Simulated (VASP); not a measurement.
# HfN (Immm) in VASP: a series of runs

Runs on HfN. Level: PBE. Tasks: single point.

All numbers are computed with VASP 6.6.1; they aren't measurements. Logs are shortened: lines on timing, memory, paths and dates and some standing lists are left out, and cuts for length are marked.

### 1 The cell of the first run

The structure is orthorhombic, space group Immm (No. 71). The conventional cell has a = 3.119 Å, b = 3.312 Å, c = 4.548 Å, α = 90.00°, β = 90.00°, γ = 90.00°. Hf (site symmetry mmm) has 6 N at 2.27 Å and 12 Hf at 3.12 to 3.31 Å within 3.4 Å. N (site symmetry mmm) has 6 Hf at 2.27 Å and 12 N at 3.12 to 3.31 Å within 3.4 Å.

### 2 Single point, PBE (strain -0.0600 x Voigt [0, 0, 0, 1, 0, 0])

Contents of INCAR:

```
SYSTEM = HfN
PREC = Accurate ; ENCUT = 520
EDIFF = 1E-6 ; ISMEAR = 0
SIGMA = 0.15 ; LREAL = .False.
LASPH = .True. ; NELM = 80
ALGO = Normal ; ISIF = 2
LWAVE = .False. ; LCHARG = .False.
GGA = PE ; NBANDS = 14
```

Contents of KPOINTS:

```
Automatic mesh
0
Gamma
  22 22 22
  0 0 0
```

Contents of POSCAR:

```
HfN
1.0
    0.0000000000      2.2056796650      2.2056796650
    2.2738965619     -0.0682168969      2.2738965619
    2.2738965619      2.2738965619     -0.0682168969
Hf N
1 1
Direct
    0.0000000000      0.0000000000      0.0000000000
    0.5000000000      0.5000000000      0.5000000000
```

Potentials or basis: VASP PAW PBE potentials, release 64 (Hf_pv, N).

On the command line:

```console
$ cat potpaw_PBE.64/Hf_pv/POTCAR potpaw_PBE.64/N/POTCAR > POTCAR
$ mpirun -np 1 vasp_std > vasp.out
```

OUTCAR:

```text
SYSTEM = HfN
   PREC = Accurate
   ENCUT = 520
   EDIFF = 1E-6
   ISMEAR = 0
   LREAL = .False.
   LASPH = .True.
   NELM = 80
   ISIF = 2
   GGA = PE

 ion  position               nearest neighbor table
   1  0.000  0.000  0.000-   2 2.27   2 2.27   2 2.27   2 2.27   2 2.27   2 2.27
   2  0.500  0.500  0.500-   1 2.27   1 2.27   1 2.27   1 2.27   1 2.27   1 2.27

  LATTYP: Found a body centered orthorhombic cell.
 ALAT       =     3.1193020965
 B/A-ratio  =     1.0618556701
 C/A-ratio  =     1.4579521262

  Lattice vectors:

 A1 = (  -2.2738965619,   0.0682168969,  -2.2738965619)
 A2 = (  -2.2738965619,  -0.0682168969,   2.2738965619)
 A3 = (   2.2738965619,   2.2738965619,  -0.0682168969)

Analysis of symmetry for initial positions (statically):
=====================================================================
 Subroutine PRICEL returns:
 Original cell was already a primitive cell.

 Routine SETGRP: Setting up the symmetry group for a
 body centered orthorhombic supercell.

 Subroutine GETGRP returns: Found  8 space group operations
 (whereof  8 operations were pure point group operations)
 out of a pool of  8 trial point group operations.

The static configuration has the point symmetry D_2h.

Analysis of symmetry for dynamics (positions and initial velocities):
=====================================================================
 Subroutine PRICEL returns:
 Original cell was already a primitive cell.

 Routine SETGRP: Setting up the symmetry group for a
 body centered orthorhombic supercell.

 Subroutine GETGRP returns: Found  8 space group operations
 (whereof  8 operations were pure point group operations)
 out of a pool of  8 trial point group operations.

The dynamic configuration has the point symmetry D_2h.

 Subroutine INISYM returns: Found  8 space group operations
 (whereof  8 operations are pure point group operations),
 and found     1 'primitive' translations

----------------------------------------------------------------------------------------

                                     Primitive cell

  volume of cell :      23.4937

  direct lattice vectors                    reciprocal lattice vectors
     0.000000000  2.205679665  2.205679665    -0.219886871  0.226687496  0.226687496
     2.273896562 -0.068216897  2.273896562     0.219886871 -0.213482399  0.213482399
     2.273896562  2.273896562 -0.068216897     0.219886871  0.213482399 -0.213482399

  length of vectors
     3.119302096  3.216498825  3.216498825     0.388747576  0.373496594  0.373496594

  position of ions in fractional coordinates (direct lattice)
     0.000000000  0.000000000  0.000000000
     0.500000000  0.500000000  0.500000000

  ion indices of the primitive-cell ions
   primitive index   ion index
                 1           1
                 2           2

----------------------------------------------------------------------------------------

 KPOINTS: Automatic mesh

Automatic generation of k-mesh.
 Grid dimensions read from file:
 generate k-points for:   22   22   22

 Generating k-lattice:

  Cartesian coordinates                     Fractional coordinates (reciprocal lattice)
    -0.009994858  0.010303977  0.010303977     0.045454545  0.000000000 -0.000000000
     0.009994858 -0.009703745  0.009703745     0.000000000  0.045454545 -0.000000000
     0.009994858  0.009703745 -0.009703745     0.000000000 -0.000000000  0.045454545

  Length of vectors
     0.017670344  0.016977118  0.016977118

  Shift w.r.t. Gamma in fractional coordinates (k-lattice)
     0.000000000  0.000000000  0.000000000

 Subroutine IBZKPT returns following result:
 ===========================================

 Found   1530 irreducible k-points:

 Following reciprocal coordinates:
            Coordinates               Weight
  0.000000  0.000000  0.000000      1.000000
  0.045455  0.000000 -0.000000      4.000000
  0.090909  0.000000 -0.000000      4.000000
  0.136364  0.000000 -0.000000      4.000000
  0.181818  0.000000 -0.000000      4.000000
  0.227273 -0.000000 -0.000000      4.000000
[... 16 lines left out ...]
  0.454545  0.045455 -0.000000      8.000000
  0.500000  0.045455 -0.000000      8.000000
 [... further k-points ...]
   k-points           NKPTS =   1530   k-points in BZ     NKDIM =   1530   number of bands    NBANDS=     14
   number of dos      NEDOS =    301   number of ions     NIONS =      2
   total plane-waves  NPLWV =  13824
   dimension x,y,z NGX =    24 NGY =   24 NGZ =   24
   dimension x,y,z NGXF=    48 NGYF=   48 NGZF=   48
   ions per type =               1   1
   NGX,Y,Z   is equivalent  to a cutoff of  12.79, 12.40, 12.40 a.u.
   NGXF,Y,Z  is equivalent  to a cutoff of  25.58, 24.81, 24.81 a.u.
 SYSTEM =  HfN
   PREC   = accura    normal or accurate (medium, high low for compatibility)
   ISTART =      0    job   : 0-new  1-cont  2-samecut
   ICHARG =      2    charge: 1-file 2-atom 10-const
   ISPIN  =      1    spin polarized calculation?
   LNONCOLLINEAR =      F non collinear calculations
   LSORBIT =      F    spin-orbit coupling
   LASPH  =      T    aspherical Exc in radial PAW
   ENCUT  =  520.0 eV  38.22 Ry    6.18 a.u.   5.80  5.98  5.98*2*pi/ulx,y,z
   NELM   =     80;   NELMIN=  2; NELMDL= -5     # of ELM steps
   EDIFF  = 0.1E-05   stopping-criterion for ELM
   LREAL  =      F    real-space projection
   EDIFFG = 0.1E-04   stopping-criterion for IOM
   NSW    =      0    number of steps for IOM
   IBRION =     -1    ionic relax: 0-MD 1-quasi-New 2-CG
   NFREE  =      0    steps in history (QN), initial steepest desc. (CG)
   ISIF   =      2    stress and relaxation
   ISYM   =      2    0-nonsym 1-usesym 2-fastsym
   POTIM  = 0.5000    time-step for ionic-motion
   TEBEG  =    0.0;   TEEND  =   0.0 temperature during run
   PSTRESS=    0.0 pullay stress
   NELECT =      15.0000    total number of electrons
   NUPDOWN=      -1.0000    fix difference up-down
   EMIN   =  10.00;   EMAX   =-10.00  energy-range for DOS
   EFERMI =   0.00;   METHOD = LEGACY
   ISMEAR =     0;   SIGMA  =   0.15  broadening in eV -4-tet -1-fermi 0-gaus
   EFERMI_NEDOS =   21; number of points for ismear=-14 and -15
   IALGO  =     38    algorithm
   IMIX   =      4    mixing-type and parameters
     AMIX     =   0.40;   BMIX     =  1.00
     AMIX_MAG =   1.60;   BMIX_MAG =  1.00
  volume/ion in A,a.u.               =      11.75        79.27
  Fermi-wavevector in a.u.,A,eV,Ry     =   1.409683  2.663915 27.037593  1.987207
  Thomas-Fermi vector in A             =   2.531714
   LORBIT       =      0    0 simple, 1 ext, 2 COOP (PROOUT), +10 PAW based schemes
   GGA     = PE    functional components
   LHFCALC =     F    Hartree Fock is set to
   AEXX    =    0.0000 exact exchange contribution
   IVDW    =     0    specifies the selected vdW correction
   LEPSILON=     F    determine dielectric tensor
   LRPA    =     F    only Hartree local field effects (RPA)
 non-spin polarized calculation
 Gauss-broadening in eV      SIGMA  =   0.15
  energy-cutoff  :      520.00
  volume of cell :       23.49
 maximum number of plane-waves:       650
   NGX = 11   NGY = 11   NGZ = 11

 number of electron      14.9999999 magnetization

 Free energy of the ion-electron system (eV)
  ---------------------------------------------------
  ext. energy  EPLUGINS =         0.00000000
  ---------------------------------------------------
  free energy    TOTEN  =       -21.72832463 eV

  energy without entropy =      -21.72183920  energy(sigma->0) =      -21.72508192

 E-fermi :   8.1964     XC(G=0): -12.6343

 val. band max:        8.1957723051   @ k =   0.2273  -0.1818   0.0909
 cond. band min:       8.1967183749   @ k =   0.3636  -0.1364   0.1364
 fundamental gap:      0.0009460698
 Fermi energy:         8.1964424319

 k-point     1 :       0.0000    0.0000    0.0000
  band No.  band energies     occupation
      1     -23.0468      2.00000
      2     -23.0193      2.00000
      3     -22.9735      2.00000
      4      -9.1757      2.00000
      5       5.0765      2.00000
      6       5.2079      2.00000
      7       5.3973      2.00000
      8       7.4357      2.00000
      9       7.7102      2.00000
     10       8.3566      0.13095
     11       9.9367      0.00000
     12      10.1857      0.00000
     13      10.2076      0.00000
     14      17.7715      0.00000

 k-point     2 :       0.0455    0.0000   -0.0000
  band No.  band energies     occupation
      1     -23.0484      2.00000
      2     -23.0285      2.00000
      3     -22.9879      2.00000
      4      -9.1285      2.00000
      5       4.9407      2.00000
      6       5.0529      2.00000
      7       5.2181      2.00000
      8       7.5130      2.00000
      9       7.7665      1.99995
     10       8.3879      0.07100
     11      10.1044      0.00000
     12      10.3512      0.00000
     13      10.3801      0.00000
     14      17.9550      0.00000

 k-point     3 :       0.0909    0.0000   -0.0000
  band No.  band energies     occupation
      1     -23.0751      2.00000
      2     -23.0528      2.00000
      3     -23.0094      2.00000
      4      -8.9899      2.00000
      5       4.5695      2.00000
      6       4.5938      2.00000
      7       4.8435      2.00000
      8       7.7222      1.99999
      9       7.9163      1.99175
     10       8.4725      0.00924
     11      10.5533      0.00000
     12      10.8071      0.00000
     13      10.8480      0.00000
     14      18.4796      0.00000
[... 324 lines left out ...]
 k-point    23 :       0.4545    0.0455   -0.0000
  band No.  band energies     occupation
      1     -23.8978      2.00000
      2     -23.1253      2.00000
      3     -23.1230      2.00000
      4      -6.6579      2.00000
      5      -0.2913      2.00000
      6       1.8736      2.00000
      7       2.2916      2.00000
      8      10.4178      0.00000
      9      11.4596      0.00000
     10      12.4357      0.00000
     11      13.1247      0.00000
     12      16.3205      0.00000
     13      16.7935      0.00000
     14      20.0702      0.00000

 k-point    24 :       0.5000    0.0455   -0.0000
  band No.  band energies     occupation
      1     -23.9247      2.00000
      2     -23.1304      2.00000
      3     -23.1249      2.00000
      4      -6.5492      2.00000
      5      -0.4490      2.00000
      6       1.8209      2.00000
      7       2.2068      2.00000
      8      10.9837      0.00000
      9      11.5076      0.00000
     10      12.5518      0.00000
     11      12.9114      0.00000
     12      16.7840      0.00000
     13      16.9705      0.00000
     14      19.8520      0.00000

 [... further k-points ...]

------------------------ aborting loop because EDIFF is reached ----------------------------------------

  FORCE on cell =-STRESS in cart. coord.  units (eV):
  Direction    XX          YY          ZZ          XY          YZ          ZX
  --------------------------------------------------------------------------------------
  -------------------------------------------------------------------------------------
  Total       -0.3716368     -0.2544171     -0.2544171      0.0000000      1.0717165      0.0000000
  in kB      -25.3441786    -17.3502497    -17.3502497      0.0000000     73.0868818      0.0000000
  external PRESSURE =     -20.0148927 kB  Pullay stress =       0.0000000 kB

 VOLUME and BASIS-vectors are now :
 -----------------------------------------------------------------------------
  energy-cutoff  :      520.00
  volume of cell :       23.49
      direct lattice vectors                 reciprocal lattice vectors
     0.000000000  2.205679665  2.205679665    -0.219886871  0.226687496  0.226687496
     2.273896562 -0.068216897  2.273896562     0.219886871 -0.213482399  0.213482399
     2.273896562  2.273896562 -0.068216897     0.219886871  0.213482399 -0.213482399

 POSITION                                       TOTAL-FORCE (eV/Angst)
 -----------------------------------------------------------------------------------
      0.00000      0.00000      0.00000         0.000000     -0.000000      0.000000
      2.27390      2.20568      2.20568        -0.000000      0.000000     -0.000000
 -----------------------------------------------------------------------------------
    total drift:                                0.000000     -0.000000     -0.000000

  FREE ENERGIE OF THE ION-ELECTRON SYSTEM (eV)
  ---------------------------------------------------
  free  energy   TOTEN  =       -21.7283246314 eV

  energy  without entropy=      -21.7218392039  energy(sigma->0) =      -21.72508192
```

It took 3.7 min on 1 thread of AMD EPYC 9R45 (Zen 5), shared host; peak memory 0.56 GiB.

What came out:

```
Free energy            : -21.7283 eV
Pressure               : -2.0 GPa
Band gap on the k mesh : zero (an odd number of electrons rules out a gap without spin polarisation)
```

Stress tensor (GPa, compression positive):
```
-2.53  0.00  0.00
 0.00 -1.74  7.31
 0.00  7.31 -1.74
```

Caveat: the cell differs from its parent crystal (strain -0.0600 x Voigt [0, 0, 0, 1, 0, 0]); spin-orbit coupling is left out, which moves the levels of the heavy elements.

(Continued in part 2 of 2.)
